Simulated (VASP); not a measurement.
# Pr2B (P6_3/mmc) in VASP: single point with PBE

Aim: the single point of Pr2B with PBE.

Program: VASP 6.6.1. These are calculated values, not measurements. Logs are shortened: lines on timing, memory, paths and dates and some standing lists are left out, and cuts for length are marked.

## 1. The cell of the first run

It takes space group P6_3/mmc (No. 194, hexagonal). Conventional cell: a = 4.868 Å, b = 4.868 Å, c = 6.781 Å, α = 90.00°, β = 90.00°, γ = 120.00°. Within 3.7 Å of Pr (site symmetry -6m2) lie 5 B at 2.81 to 3.39 Å and 6 Pr at 3.28 Å. Pr (site symmetry -3m) has 8 Pr at 3.28 to 3.39 Å and 6 B at 3.28 Å within 4.3 Å. B (site symmetry -6m2) has 11 Pr at 2.81 to 3.39 Å within 3.7 Å.

The cell was built from a structure type or drawn by symmetry, and may not be a known phase.

## 2. Single point, PBE

INCAR

```
SYSTEM = Pr2B
PREC     = Accurate       ! precision mode
ENCUT    = 500            ! plane-wave cutoff, eV
EDIFF    = 1E-6           ! SCF threshold, eV
ISMEAR   = 0              ! smearing method
SIGMA    = 0.2            ! smearing width, eV
LREAL    = .False.        ! projectors in reciprocal space
LASPH    = .True.         ! aspherical terms in the spheres
NELM     = 200            ! most SCF steps
ALGO     = Normal         ! electronic algorithm
ISIF     = 2              ! what is computed and relaxed
LWAVE    = .False.        ! write WAVECAR
LCHARG   = .False.        ! write CHGCAR
GGA      = PE             ! functional
NBANDS   = 34             ! bands
GGA_COMPAT= .False.      
LMAXMIX  = 6              ! l up to which the mixer works
```

KPOINTS

```
regular mesh
0
Gamma
  4 4 3
  0 0 0
```

POSCAR

```
Pr2B
1.0
    4.8684275813      0.0000000000      0.0000000000
   -2.4342137906      4.2161819619      0.0000000000
    0.0000000000      0.0000000000      6.7807392587
Pr B
4 2
Direct
    0.3333333333      0.6666666667      0.7500000000
    0.6666666667      0.3333333333      0.2500000000
    0.0000000000      0.0000000000      0.0000000000
    0.0000000000      0.0000000000      0.5000000000
    0.3333333333      0.6666666667      0.2500000000
    0.6666666667      0.3333333333      0.7500000000
```

Potentials or basis: VASP PAW PBE potentials, release 64 (Pr_3, B), 4f in core.

Started as:

```console
$ cat potpaw_PBE.64/Pr_3/POTCAR potpaw_PBE.64/B/POTCAR > POTCAR
$ mpirun -np 1 vasp_std > vasp.out
```

OUTCAR:

```text
SYSTEM = Pr2B
   PREC = Accurate
   ENCUT = 500
   EDIFF = 1E-6
   ISMEAR = 0
   LREAL = .False.
   LASPH = .True.
   NELM = 200
   ISIF = 2
   GGA = PE

 ion  position               nearest neighbor table
   1  0.333  0.667  0.750-   6 2.81   6 2.81   6 2.81   3 3.28   4 3.28   4 3.28   3 3.28   4 3.28
                             3 3.28
   2  0.667  0.333  0.250-   5 2.81   5 2.81   5 2.81   3 3.28   4 3.28   3 3.28   4 3.28   3 3.28
                             4 3.28
   3  0.000  0.000  0.000-   1 3.28   2 3.28   1 3.28   2 3.28   2 3.28   1 3.28   4 3.39   4 3.39

   4  0.000  0.000  0.500-   1 3.28   2 3.28   1 3.28   2 3.28   2 3.28   1 3.28   3 3.39   3 3.39

   5  0.333  0.667  0.250-   2 2.81   2 2.81   2 2.81
   6  0.667  0.333  0.750-   1 2.81   1 2.81   1 2.81

  LATTYP: Found a hexagonal cell.
 ALAT       =     4.8684275813
 C/A-ratio  =     1.3927986286

  Lattice vectors:

 A1 = (   4.8684275813,   0.0000000000,   0.0000000000)
 A2 = (  -2.4342137906,   4.2161819619,   0.0000000000)
 A3 = (   0.0000000000,   0.0000000000,   6.7807392587)

Analysis of symmetry for initial positions (statically):
=====================================================================
 Subroutine PRICEL returns:
 Original cell was already a primitive cell.

 Routine SETGRP: Setting up the symmetry group for a
 hexagonal supercell.

 Subroutine GETGRP returns: Found 24 space group operations
 (whereof 12 operations were pure point group operations)
 out of a pool of 24 trial point group operations.

The static configuration has the point symmetry D_3d.
 The point group associated with its full space group is D_6h.

Analysis of symmetry for dynamics (positions and initial velocities):
=====================================================================
 Subroutine PRICEL returns:
 Original cell was already a primitive cell.

 Routine SETGRP: Setting up the symmetry group for a
 hexagonal supercell.

 Subroutine GETGRP returns: Found 24 space group operations
 (whereof 12 operations were pure point group operations)
 out of a pool of 24 trial point group operations.

The dynamic configuration has the point symmetry D_3d.
 The point group associated with its full space group is D_6h.

 Subroutine INISYM returns: Found 24 space group operations
 (whereof 12 operations are pure point group operations),
 and found     1 'primitive' translations

----------------------------------------------------------------------------------------

                                     Primitive cell

  volume of cell :     139.1827

  direct lattice vectors                    reciprocal lattice vectors
     4.868427581  0.000000000  0.000000000     0.205405130  0.118590707  0.000000000
    -2.434213791  4.216181962  0.000000000     0.000000000  0.237181414  0.000000000
     0.000000000  0.000000000  6.780739259     0.000000000  0.000000000  0.147476545

  length of vectors
     4.868427581  4.868427581  6.780739259     0.237181414  0.237181414  0.147476545

  position of ions in fractional coordinates (direct lattice)
     0.333333333  0.666666667  0.750000000
     0.666666667  0.333333333  0.250000000
     0.000000000  0.000000000  0.000000000
     0.000000000  0.000000000  0.500000000
     0.333333333  0.666666667  0.250000000
     0.666666667  0.333333333  0.750000000

  ion indices of the primitive-cell ions
   primitive index   ion index
                 1           1
                 2           2
                 3           3
                 4           4
                 5           5
                 6           6

----------------------------------------------------------------------------------------

 KPOINTS: regular mesh

Automatic generation of k-mesh.
 Grid dimensions read from file:
 generate k-points for:    4    4    3

 Generating k-lattice:

  Cartesian coordinates                     Fractional coordinates (reciprocal lattice)
     0.051351282  0.029647677  0.000000000     0.250000000  0.000000000  0.000000000
     0.000000000  0.059295354  0.000000000     0.000000000  0.250000000  0.000000000
     0.000000000  0.000000000  0.049158848     0.000000000  0.000000000  0.333333333

  Length of vectors
     0.059295354  0.059295354  0.049158848

  Shift w.r.t. Gamma in fractional coordinates (k-lattice)
     0.000000000  0.000000000  0.000000000

 Subroutine IBZKPT returns following result:
 ===========================================

 Found      8 irreducible k-points:

 Following reciprocal coordinates:
            Coordinates               Weight
  0.000000  0.000000  0.000000      1.000000
  0.250000  0.000000  0.000000      6.000000
  0.500000  0.000000  0.000000      3.000000
  0.250000  0.250000  0.000000      6.000000
  0.000000  0.000000  0.333333      2.000000
  0.250000  0.000000  0.333333     12.000000
  0.500000  0.000000  0.333333      6.000000
  0.250000  0.250000  0.333333     12.000000
   k-points           NKPTS =      8   k-points in BZ     NKDIM =      8   number of bands    NBANDS=     34
   number of dos      NEDOS =    301   number of ions     NIONS =      6
   total plane-waves  NPLWV =  64800
   dimension x,y,z NGX =    36 NGY =   36 NGZ =   50
   dimension x,y,z NGXF=    72 NGYF=   72 NGZF=  100
   ions per type =               4   2
   NGX,Y,Z   is equivalent  to a cutoff of  12.29, 12.29, 12.26 a.u.
   NGXF,Y,Z  is equivalent  to a cutoff of  24.59, 24.59, 24.52 a.u.
 SYSTEM =  Pr2B
   PREC   = accura    normal or accurate (medium, high low for compatibility)
   ISTART =      0    job   : 0-new  1-cont  2-samecut
   ICHARG =      2    charge: 1-file 2-atom 10-const
   ISPIN  =      1    spin polarized calculation?
   LNONCOLLINEAR =      F non collinear calculations
   LSORBIT =      F    spin-orbit coupling
   LASPH  =      T    aspherical Exc in radial PAW
   ENCUT  =  500.0 eV  36.75 Ry    6.06 a.u.   8.88  8.88 12.36*2*pi/ulx,y,z
   NELM   =    200;   NELMIN=  2; NELMDL= -5     # of ELM steps
   EDIFF  = 0.1E-05   stopping-criterion for ELM
   LREAL  =      F    real-space projection
   EDIFFG = 0.1E-04   stopping-criterion for IOM
   NSW    =      0    number of steps for IOM
   IBRION =     -1    ionic relax: 0-MD 1-quasi-New 2-CG
   NFREE  =      0    steps in history (QN), initial steepest desc. (CG)
   ISIF   =      2    stress and relaxation
   ISYM   =      2    0-nonsym 1-usesym 2-fastsym
   POTIM  = 0.5000    time-step for ionic-motion
   TEBEG  =    0.0;   TEEND  =   0.0 temperature during run
   PSTRESS=    0.0 pullay stress
   NELECT =      50.0000    total number of electrons
   NUPDOWN=      -1.0000    fix difference up-down
   EMIN   =  10.00;   EMAX   =-10.00  energy-range for DOS
   EFERMI =   0.00;   METHOD = LEGACY
   ISMEAR =     0;   SIGMA  =   0.20  broadening in eV -4-tet -1-fermi 0-gaus
   EFERMI_NEDOS =   21; number of points for ismear=-14 and -15
   IALGO  =     38    algorithm
   IMIX   =      4    mixing-type and parameters
     AMIX     =   0.40;   BMIX     =  1.00
     AMIX_MAG =   1.60;   BMIX_MAG =  1.00
  volume/ion in A,a.u.               =      23.20       156.54
  Fermi-wavevector in a.u.,A,eV,Ry     =   1.163777  2.199220 18.427419  1.354377
  Thomas-Fermi vector in A             =   2.300323
   LORBIT       =      0    0 simple, 1 ext, 2 COOP (PROOUT), +10 PAW based schemes
   GGA     = PE    functional components
   LHFCALC =     F    Hartree Fock is set to
   AEXX    =    0.0000 exact exchange contribution
   IVDW    =     0    specifies the selected vdW correction
   LEPSILON=     F    determine dielectric tensor
   LRPA    =     F    only Hartree local field effects (RPA)
 non-spin polarized calculation
 Gauss-broadening in eV      SIGMA  =   0.20
  energy-cutoff  :      500.00
  volume of cell :      139.18
 maximum number of plane-waves:      3548
 NGX is ok and might be reduce to    36
   NGX = 17   NGY = 17   NGZ = 25

 number of electron      49.9999999 magnetization

 Free energy of the ion-electron system (eV)
  ---------------------------------------------------
  ext. energy  EPLUGINS =         0.00000000
  ---------------------------------------------------
  free energy    TOTEN  =       -29.97154061 eV

  energy without entropy =      -29.83210565  energy(sigma->0) =      -29.90182313

 E-fermi :   4.4027     XC(G=0): -10.4653

 val. band max:        4.3633980180   @ k =   0.2500   0.0000   0.3333
 cond. band min:       4.4159457297   @ k =   0.5000   0.0000   0.0000
 fundamental gap:      0.0525477117
 Fermi energy:         4.4027227558

 k-point     1 :       0.0000    0.0000    0.0000
  band No.  band energies     occupation
      1     -32.1146      2.00000
      2     -31.8732      2.00000
      3     -31.5156      2.00000
      4     -31.4069      2.00000
      5     -14.6448      2.00000
      6     -14.5157      2.00000
[... 26 lines left out ...]
     33       7.9220      0.00000
     34       7.9220      0.00000

 k-point     2 :       0.2500    0.0000    0.0000
  band No.  band energies     occupation
      1     -32.0692      2.00000
      2     -31.8712      2.00000
      3     -31.5158      2.00000
      4     -31.4538      2.00000
      5     -14.8947      2.00000
      6     -14.6323      2.00000
[... 26 lines left out ...]
     33       7.7675      0.00000
     34       8.1801      0.00000

 k-point     3 :       0.5000    0.0000    0.0000
  band No.  band energies     occupation
      1     -32.0152      2.00000
      2     -31.8693      2.00000
      3     -31.5246      2.00000
      4     -31.5005      2.00000
      5     -15.0748      2.00000
      6     -14.7295      2.00000
[... 26 lines left out ...]
     33       7.2791      0.00000
     34       7.5615      0.00000
[... 112 lines left out ...]
 k-point     7 :       0.5000    0.0000    0.3333
  band No.  band energies     occupation
      1     -31.9803      2.00000
      2     -31.9076      2.00000
      3     -31.5173      2.00000
      4     -31.5055      2.00000
      5     -14.8102      2.00000
      6     -14.6059      2.00000
[... 26 lines left out ...]
     33       7.5762      0.00000
     34       7.7622      0.00000

 k-point     8 :       0.2500    0.2500    0.3333
  band No.  band energies     occupation
      1     -31.9804      2.00000
      2     -31.9075      2.00000
      3     -31.5137      2.00000
      4     -31.5090      2.00000
      5     -14.7723      2.00000
      6     -14.6954      2.00000
[... 26 lines left out ...]
     33       7.3876      0.00000
     34       7.8241      0.00000

------------------------ aborting loop because EDIFF is reached ----------------------------------------

  FORCE on cell =-STRESS in cart. coord.  units (eV):
  Direction    XX          YY          ZZ          XY          YZ          ZX
  --------------------------------------------------------------------------------------
  -------------------------------------------------------------------------------------
  Total       -0.2166397     -0.2166397      0.6126917     -0.0000000      0.0000000      0.0000000
  in kB       -2.4938114     -2.4938114      7.0528957     -0.0000000      0.0000000      0.0000000
  external PRESSURE =       0.6884243 kB  Pullay stress =       0.0000000 kB

 VOLUME and BASIS-vectors are now :
 -----------------------------------------------------------------------------
  energy-cutoff  :      500.00
  volume of cell :      139.18
      direct lattice vectors                 reciprocal lattice vectors
     4.868427581  0.000000000  0.000000000     0.205405130  0.118590707  0.000000000
    -2.434213791  4.216181962  0.000000000     0.000000000  0.237181414  0.000000000
     0.000000000  0.000000000  6.780739259     0.000000000  0.000000000  0.147476545

 POSITION                                       TOTAL-FORCE (eV/Angst)
 -----------------------------------------------------------------------------------
     -0.00000      2.81079      5.08555        -0.000000      0.000000      0.000000
      2.43421      1.40539      1.69518         0.000000     -0.000000      0.000000
      0.00000      0.00000      0.00000         0.000000      0.000000      0.000000
      0.00000      0.00000      3.39037         0.000000      0.000000      0.000000
     -0.00000      2.81079      1.69518         0.000000      0.000000      0.000000
      2.43421      1.40539      5.08555         0.000000      0.000000      0.000000
 -----------------------------------------------------------------------------------
    total drift:                               -0.000000      0.000000     -0.000000

  FREE ENERGIE OF THE ION-ELECTRON SYSTEM (eV)
  ---------------------------------------------------
  free  energy   TOTEN  =       -29.9715406055 eV

  energy  without entropy=      -29.8321056482  energy(sigma->0) =      -29.90182313
```

Wall time 16 s (1 thread of Intel Xeon 6975P-C (Granite Rapids), shared host); peak memory 0.24 GiB.

Results:

| Property | Result |
| --- | --- |
| Free energy | -29.9715 eV |
| Pressure | 0.1 GPa |
| Band gap on the k mesh | zero (bands 25 and 26 overlap by 1.02 eV) |

Levels at points of the mesh, in eV from the Fermi level:
```csv
k point,band 21,band 22,band 23,band 24,band 25,band 26,band 27,band 28,band 29,band 30
"(0.00, 0.00, 0.00)",-1.67,-1.54,-1.17,-1.17,-0.90,-0.90,0.90,0.90,1.20,2.20
"(0.50, 0.00, 0.00)",-1.11,-1.03,-0.51,-0.37,-0.06,0.01,0.85,1.02,1.13,1.45
```

Caveat: the k points lie up to 0.37 Å⁻¹ apart, too coarse for converged energies and pressures of a metal; spin-orbit coupling is left out, which moves the levels of the heavy elements; the 4f electrons are frozen in the core, so they carry no moment and show no levels.
